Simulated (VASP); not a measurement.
# PtSe2 (C2/m) in VASP: single point with PBE

Aim: the single point of PtSe2 with PBE.

Program: VASP 6.6.1. These are calculated values, not measurements. Logs are shortened: lines on timing, memory, paths and dates and some standing lists are left out, and cuts for length are marked.

## 1. The cell of the first run

The structure is monoclinic, space group C2/m (No. 12). Conventional cell: a = 6.498 Å, b = 3.527 Å, c = 6.527 Å, α = 90.00°, β = 90.00°, γ = 90.00°. Within 3.2 Å of Pt (site symmetry 2/m) lie 6 Se at 2.45 to 2.53 Å. Se (site symmetry m) has 3 Pt at 2.45 to 2.53 Å within 3.2 Å.

## 2. Single point, PBE (strain -0.0600 x Voigt [1, 0, 0, 0, 0, 0])

File INCAR:

```
SYSTEM = PtSe2
  PREC = Accurate
  ENCUT = 520
  EDIFF = 1E-7
  ISMEAR = 0
  SIGMA = 0.05
  LREAL = .False.
  LASPH = .True.
  NELM = 80
  ALGO = Normal
  ISIF = 2
  LWAVE = .False.
  LCHARG = .True.
  GGA = PE
  LELF = .True.
  LVHAR = .True.
  NBANDS = 18
```

File KPOINTS:

```
regular mesh
0
Gamma
  12 12 4
  0 0 0
```

File POSCAR:

```
PtSe2
1.0
    3.5265623117      0.0000000000      0.0000000000
   -1.7632811559      3.2490346276      0.0000000000
    0.0000000000      0.0000000000      6.5268785481
Pt Se
1 2
Direct
    0.0000000000      0.0000000000      0.0000000000
    0.3333333333      0.6666666667      0.2001869949
    0.6666666667      0.3333333333      0.7998130051
```

Potentials or basis: VASP PAW PBE potentials, release 64 (Pt, Se).

The run is started by

```console
$ cat potpaw_PBE.64/Pt/POTCAR potpaw_PBE.64/Se/POTCAR > POTCAR
$ mpirun -np 1 vasp_std > vasp.out
```

OUTCAR:

```text
SYSTEM = PtSe2
   PREC = Accurate
   ENCUT = 520
   EDIFF = 1E-7
   ISMEAR = 0
   LREAL = .False.
   LASPH = .True.
   NELM = 80
   ISIF = 2
   GGA = PE

 ion  position               nearest neighbor table
   1  0.000  0.000  0.000-   2 2.45   3 2.45   3 2.45   2 2.45   3 2.53   2 2.53
   2  0.333  0.667  0.200-   1 2.45   1 2.45   1 2.53
   3  0.667  0.333  0.800-   1 2.45   1 2.45   1 2.53

  LATTYP: Found a base centered orthorhombic cell.
 ALAT       =     3.5265623117
 B/A-ratio  =     1.8426072421
 C/A-ratio  =     1.8507764705

  Lattice vectors:

 A1 = (   1.7632811559,  -3.2490346276,   0.0000000000)
 A2 = (   1.7632811558,   3.2490346276,   0.0000000000)
 A3 = (   0.0000000000,   0.0000000000,   6.5268785481)

Analysis of symmetry for initial positions (statically):
=====================================================================
 Subroutine PRICEL returns:
 Original cell was already a primitive cell.

 Routine SETGRP: Setting up the symmetry group for a
 base centered orthorhombic supercell.

 Subroutine GETGRP returns: Found  4 space group operations
 (whereof  4 operations were pure point group operations)
 out of a pool of  8 trial point group operations.

The static configuration has the point symmetry C_2h.

Analysis of symmetry for dynamics (positions and initial velocities):
=====================================================================
 Subroutine PRICEL returns:
 Original cell was already a primitive cell.

 Routine SETGRP: Setting up the symmetry group for a
 base centered orthorhombic supercell.

 Subroutine GETGRP returns: Found  4 space group operations
 (whereof  4 operations were pure point group operations)
 out of a pool of  8 trial point group operations.

The dynamic configuration has the point symmetry C_2h.

 Subroutine INISYM returns: Found  4 space group operations
 (whereof  4 operations are pure point group operations),
 and found     1 'primitive' translations

----------------------------------------------------------------------------------------

                                     Primitive cell

  volume of cell :      74.7845

  direct lattice vectors                    reciprocal lattice vectors
     3.526562312  0.000000000  0.000000000     0.283562266  0.153891866  0.000000000
    -1.763281156  3.249034628  0.000000000     0.000000000  0.307783731  0.000000000
     0.000000000  0.000000000  6.526878548     0.000000000  0.000000000  0.153212595

  length of vectors
     3.526562312  3.696672348  6.526878548     0.322630229  0.307783731  0.153212595

  position of ions in fractional coordinates (direct lattice)
     0.000000000  0.000000000  0.000000000
     0.333333333  0.666666667  0.200186995
     0.666666667  0.333333333  0.799813005

  ion indices of the primitive-cell ions
   primitive index   ion index
                 1           1
                 2           2
                 3           3

----------------------------------------------------------------------------------------

 KPOINTS: regular mesh

Automatic generation of k-mesh.
 Grid dimensions read from file:
 generate k-points for:   12   12    4

 Generating k-lattice:

  Cartesian coordinates                     Fractional coordinates (reciprocal lattice)
     0.023630189  0.012824322  0.000000000     0.083333333  0.000000000  0.000000000
     0.000000000  0.025648644  0.000000000     0.000000000  0.083333333  0.000000000
     0.000000000  0.000000000  0.038303149     0.000000000  0.000000000  0.250000000

  Length of vectors
     0.026885852  0.025648644  0.038303149

  Shift w.r.t. Gamma in fractional coordinates (k-lattice)
     0.000000000  0.000000000  0.000000000

 Subroutine IBZKPT returns following result:
 ===========================================

 Found    164 irreducible k-points:

 Following reciprocal coordinates:
            Coordinates               Weight
  0.000000  0.000000  0.000000      1.000000
  0.083333 -0.000000  0.000000      4.000000
  0.166667 -0.000000  0.000000      4.000000
  0.250000 -0.000000  0.000000      4.000000
  0.333333 -0.000000  0.000000      4.000000
  0.416667 -0.000000  0.000000      4.000000
[... 16 lines left out ...]
  0.333333  0.166667  0.000000      4.000000
  0.416667  0.166667  0.000000      4.000000
 [... further k-points ...]
   k-points           NKPTS =    164   k-points in BZ     NKDIM =    164   number of bands    NBANDS=     18
   number of dos      NEDOS =    301   number of ions     NIONS =      3
   total plane-waves  NPLWV =  39200
   dimension x,y,z NGX =    28 NGY =   28 NGZ =   50
   dimension x,y,z NGXF=    56 NGYF=   56 NGZF=  100
   ions per type =               1   2
   NGX,Y,Z   is equivalent  to a cutoff of  13.20, 12.59, 12.74 a.u.
   NGXF,Y,Z  is equivalent  to a cutoff of  26.40, 25.18, 25.47 a.u.
 SYSTEM =  PtSe2
   PREC   = accura    normal or accurate (medium, high low for compatibility)
   ISTART =      0    job   : 0-new  1-cont  2-samecut
   ICHARG =      2    charge: 1-file 2-atom 10-const
   ISPIN  =      1    spin polarized calculation?
   LNONCOLLINEAR =      F non collinear calculations
   LSORBIT =      F    spin-orbit coupling
   LASPH  =      T    aspherical Exc in radial PAW
   ENCUT  =  520.0 eV  38.22 Ry    6.18 a.u.   6.56  6.87 12.14*2*pi/ulx,y,z
   NELM   =     80;   NELMIN=  2; NELMDL= -5     # of ELM steps
   EDIFF  = 0.1E-06   stopping-criterion for ELM
   LREAL  =      F    real-space projection
   EDIFFG = 0.1E-05   stopping-criterion for IOM
   NSW    =      0    number of steps for IOM
   IBRION =     -1    ionic relax: 0-MD 1-quasi-New 2-CG
   NFREE  =      0    steps in history (QN), initial steepest desc. (CG)
   ISIF   =      2    stress and relaxation
   ISYM   =      2    0-nonsym 1-usesym 2-fastsym
   POTIM  = 0.5000    time-step for ionic-motion
   TEBEG  =    0.0;   TEEND  =   0.0 temperature during run
   PSTRESS=    0.0 pullay stress
   NELECT =      22.0000    total number of electrons
   NUPDOWN=      -1.0000    fix difference up-down
   EMIN   =  10.00;   EMAX   =-10.00  energy-range for DOS
   EFERMI =   0.00;   METHOD = LEGACY
   ISMEAR =     0;   SIGMA  =   0.05  broadening in eV -4-tet -1-fermi 0-gaus
   EFERMI_NEDOS =   21; number of points for ismear=-14 and -15
   IALGO  =     38    algorithm
   IMIX   =      4    mixing-type and parameters
     AMIX     =   0.40;   BMIX     =  1.00
     AMIX_MAG =   1.60;   BMIX_MAG =  1.00
  volume/ion in A,a.u.               =      24.93       168.22
  Fermi-wavevector in a.u.,A,eV,Ry     =   1.088793  2.057520 16.129296  1.185470
  Thomas-Fermi vector in A             =   2.224982
   LORBIT       =      0    0 simple, 1 ext, 2 COOP (PROOUT), +10 PAW based schemes
   GGA     = PE    functional components
   LHFCALC =     F    Hartree Fock is set to
   AEXX    =    0.0000 exact exchange contribution
   IVDW    =     0    specifies the selected vdW correction
   LEPSILON=     F    determine dielectric tensor
   LRPA    =     F    only Hartree local field effects (RPA)
 non-spin polarized calculation
 Gauss-broadening in eV      SIGMA  =   0.05
  energy-cutoff  :      520.00
  volume of cell :       74.78
 maximum number of plane-waves:      2044
 NGX is ok and might be reduce to    28
   NGX = 13   NGY = 13   NGZ = 25

 number of electron      21.9999998 magnetization

 Free energy of the ion-electron system (eV)
  ---------------------------------------------------
  ext. energy  EPLUGINS =         0.00000000
  ---------------------------------------------------
  free energy    TOTEN  =       -14.12630922 eV

  energy without entropy =      -14.12630922  energy(sigma->0) =      -14.12630922

 E-fermi :   3.9609     XC(G=0):  -9.2246

 val. band max:        3.6728003072   @ k =  -0.2500   0.0833   0.0000
 cond. band min:       4.4813378456   @ k =   0.0000   0.2500   0.2500
 fundamental gap:      0.8085375384
 Fermi energy:         3.9608971841

 k-point     1 :       0.0000    0.0000    0.0000
  band No.  band energies     occupation
      1     -11.0309      2.00000
      2      -8.9901      2.00000
      3      -2.2351      2.00000
      4      -2.0688      2.00000
      5      -1.9593      2.00000
      6       0.1875      2.00000
[... 10 lines left out ...]
     17      12.5517      0.00000
     18      12.9598      0.00000

 k-point     2 :       0.0833   -0.0000    0.0000
  band No.  band energies     occupation
      1     -10.9436      2.00000
      2      -8.9968      2.00000
      3      -2.1453      2.00000
      4      -2.0293      2.00000
      5      -1.9610      2.00000
      6       0.1137      2.00000
[... 10 lines left out ...]
     17      12.2350      0.00000
     18      13.1612      0.00000

 k-point     3 :       0.1667   -0.0000    0.0000
  band No.  band energies     occupation
      1     -10.6921      2.00000
      2      -9.0165      2.00000
      3      -2.0275      2.00000
      4      -1.8759      2.00000
      5      -1.8465      2.00000
      6      -0.1874      2.00000
[... 10 lines left out ...]
     17      12.9043      0.00000
     18      13.1598      0.00000

 k-point     4 :       0.2500   -0.0000    0.0000
  band No.  band energies     occupation
      1     -10.3105      2.00000
      2      -9.0458      2.00000
      3      -2.0127      2.00000
      4      -1.6928      2.00000
      5      -1.4933      2.00000
      6      -0.8530      2.00000
[... 375 lines left out ...]
      4      -1.8240      2.00000
      5      -1.2211      2.00000
      6      -0.7842      2.00000
[... 10 lines left out ...]
     17      12.3754      0.00000
     18      13.1282      0.00000

 k-point    23 :       0.3333    0.1667    0.0000
  band No.  band energies     occupation
      1      -9.4521      2.00000
      2      -9.0752      2.00000
      3      -2.5546      2.00000
      4      -1.7905      2.00000
      5      -1.0342      2.00000
      6      -0.5201      2.00000
[... 10 lines left out ...]
     17      12.6847      0.00000
     18      13.3511      0.00000

 k-point    24 :       0.4167    0.1667    0.0000
  band No.  band energies     occupation
      1      -9.2906      2.00000
      2      -9.0686      2.00000
      3      -2.8416      2.00000
      4      -1.7485      2.00000
      5      -0.9221      2.00000
      6      -0.3118      2.00000
[... 10 lines left out ...]
     17      12.9098      0.00000
     18      13.2014      0.00000

 [... further k-points ...]
[... 5 lines left out ...]
  --------------------------------------------------------------------------------------
  -------------------------------------------------------------------------------------
  Total        5.9130937      2.2094664      2.2983360     -0.0000000     -1.2520632      0.0000000
  in kB      126.6817083     47.3354537     49.2393915     -0.0000000    -26.8241158      0.0000000
  external PRESSURE =      74.4188512 kB  Pullay stress =       0.0000000 kB

 VOLUME and BASIS-vectors are now :
 -----------------------------------------------------------------------------
  energy-cutoff  :      520.00
  volume of cell :       74.78
      direct lattice vectors                 reciprocal lattice vectors
     3.526562312  0.000000000  0.000000000     0.283562266  0.153891866  0.000000000
    -1.763281156  3.249034628  0.000000000     0.000000000  0.307783731  0.000000000
     0.000000000  0.000000000  6.526878548     0.000000000  0.000000000  0.153212595

 POSITION                                       TOTAL-FORCE (eV/Angst)
 -----------------------------------------------------------------------------------
      0.00000      0.00000      0.00000         0.000000      0.000000      0.000000
     -0.00000      2.16602      1.30660         0.000000     -0.473691      0.859111
      1.76328      1.08301      5.22028        -0.000000      0.473691     -0.859111
 -----------------------------------------------------------------------------------
    total drift:                                0.000000     -0.000000     -0.000000

  FREE ENERGIE OF THE ION-ELECTRON SYSTEM (eV)
  ---------------------------------------------------
  free  energy   TOTEN  =       -14.1263092219 eV

  energy  without entropy=      -14.1263092219  energy(sigma->0) =      -14.12630922
```

Run time: 2.7 min. Hardware: 1 thread of Intel Xeon 6975P-C, shared host; peak memory 0.36 GiB.

Results:

```yaml
Free_energy: -14.1263 eV
Pressure: 7.4 GPa
Largest_force: 0.981 eV/Å
Band_gap_on_the_k_mesh: 0.81 eV, indirect (least direct gap 1.18 eV)
```

Forces in eV/Å, atoms in the order of the input:
```
Pt   0.000  0.000  0.000
Se   0.000 -0.474  0.859
Se   0.000  0.474 -0.859
```

Levels at points of the mesh, in eV from the valence-band top:
| k point | band 9 | band 10 | band 11 | band 12 | band 13 | band 14 |
| --- | --- | --- | --- | --- | --- | --- |
| (0.00, 0.00, 0.00) | -0.53 | -0.26 | -0.02 | 2.74 | 3.03 | 4.52 |
| (0.50, 0.00, 0.00) | -2.36 | -2.16 | -2.00 | 2.16 | 2.71 | 4.68 |
| (0.00, 0.50, 0.00) | -2.44 | -2.20 | -1.77 | 1.93 | 2.90 | 5.13 |
| (0.00, 0.00, 0.50) | -1.42 | -0.39 | -0.05 | 2.82 | 3.09 | 5.22 |
| (0.50, 0.00, 0.50) | -2.30 | -2.22 | -1.56 | 2.30 | 2.73 | 4.33 |
| (0.00, 0.50, 0.50) | -2.51 | -1.73 | -1.69 | 2.23 | 2.76 | 4.64 |

Caveat: the cell differs from its parent crystal (strain -0.0600 x Voigt [1, 0, 0, 0, 0, 0]); spin-orbit coupling is left out, which moves the levels of the heavy elements; this functional lacks dispersion, which binds the layers, so the pressure and a relaxed spacing across them are unreliable.
